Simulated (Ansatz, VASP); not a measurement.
Two plane-wave programs on LiTa2H2

```
Li Ta H
1.0
    -2.12511    2.12511    3.02193
     2.12511   -2.12511    3.02193
     2.12511    2.12511   -3.02193
Li Ta H
1 2 2
Direct
  0.00000 0.00000 0.00000
  0.75000 0.25000 0.50000
  0.25000 0.75000 0.50000
  0.71863 0.71863 0.00000
  0.28137 0.28137 0.00000
```

Change from the starting cell: species swapped into the SrP2Pd2 type (I4/mmm, No. 139).

Alike in both runs: functional PBE; k mesh 12 × 12 × 12; occupations gaussian, width 0.1 eV; no spin polarisation.

Ansatz relaxed the structure, and its values are those at the end. VASP's run is a single point on that final structure, the one shown.

|  | VASP | Ansatz |
| --- | --- | --- |
| version | VASP 6.6.1 | Ansatz 0.2.0 |
| potentials or method | VASP PAW PBE potentials, release 64 (Li_sv, Ta_pv, H), cutoff 520 eV | scalar-relativistic, plane waves, PAW |
| valence electrons in the cell | 27 | 31 |

|  | VASP | Ansatz | Ansatz less VASP |
| --- | --- | --- | --- |
| gap on the k mesh at the Fermi level (eV) | none | none | - |
| rms of the force components (eV/Å) | 0.003 | 0.001 | -0.0027 |

A gap of «none» marks a metal or a gap that the smearing closes. VASP's potentials hold 27 valence electrons a cell and Ansatz's 31, so a difference there can come from the potentials and not from the codes.

Spin-orbit coupling is off throughout. Noted on VASP's run: the cutoff is under 1.25 times that of the potentials, so the pressure is a little rough.
